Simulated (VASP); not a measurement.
## CdH: single point with PBE

CdH:

```
Cd H
1.0
     0.00000    2.41162    2.41162
     2.41162    0.00000    2.41162
     2.41162    2.41162    0.00000
Cd H
1 1
Cartesian
  0.0000 0.0000 0.0000
  2.4116 2.4116 2.4116
```

```yaml
Program: VASP 6.6.1
Task: single point
Functional: PBE
Potentials_or_basis: VASP PAW PBE potentials, release 64 (Cd, H)
Cutoff: 520 eV
k_mesh: 20 × 20 × 20
Occupations: gaussian, width 0.1 eV
Spin: no spin polarisation
```

| Quantity | Value |
| --- | --- |
| Pressure | 0.1 GPa |

Levels at points of the mesh, in eV from the Fermi level:
```csv
k point,band 2,band 3,band 4,band 5,band 6,band 7,band 8,band 9,band 10,band 11
"(0.00, 0.00, 0.00)",-8.74,-8.74,-8.74,-8.49,-8.49,5.12,11.01,11.01,11.01,12.67
"(0.50, 0.00, 0.00)",-8.76,-8.76,-8.25,-8.25,-5.32,-2.21,5.83,9.93,9.93,12.41
"(0.50, 0.50, 0.00)",-9.10,-8.27,-8.19,-8.19,-2.62,-0.97,3.29,4.93,4.93,9.09
```

Run time: 2.5 min on 1 thread of Oxide Virtual Turin-like Processor (shared host), peak memory 0.2 GiB.
